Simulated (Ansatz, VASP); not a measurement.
## One calculation of GaSi, two programs

```
Ga Si
1.0
     2.60644    0.00000    0.00000
     0.00000    2.60644    0.00000
     0.00000    0.00000    5.23794
Ga Si
1 1
Direct
  0.50000 0.50000 0.50000
  0.50000 0.50000 0.00000
```

Alike in both runs: functional PBE; k mesh 22 × 22 × 12; occupations gaussian, width 0.1 eV; no spin polarisation.

Ansatz relaxed the structure, and its values are those at the end. VASP's run is a single point on that final structure, the one shown.

|  | VASP | Ansatz |
| --- | --- | --- |
| version | VASP 6.6.1 | Ansatz 0.2.0 |
| potentials or method | VASP PAW PBE potentials, release 64 (Ga_d, Si), cutoff 520 eV | scalar-relativistic, plane waves, PAW |
| valence electrons in the cell | 17 | 17 |

```tsv
	VASP	Ansatz	Ansatz less VASP
gap on the k mesh at the Fermi level (eV)	none	none	-
pressure (GPa)	0.1	0.0	-0.07
```

A gap of «none» marks a metal or a gap that the smearing closes.
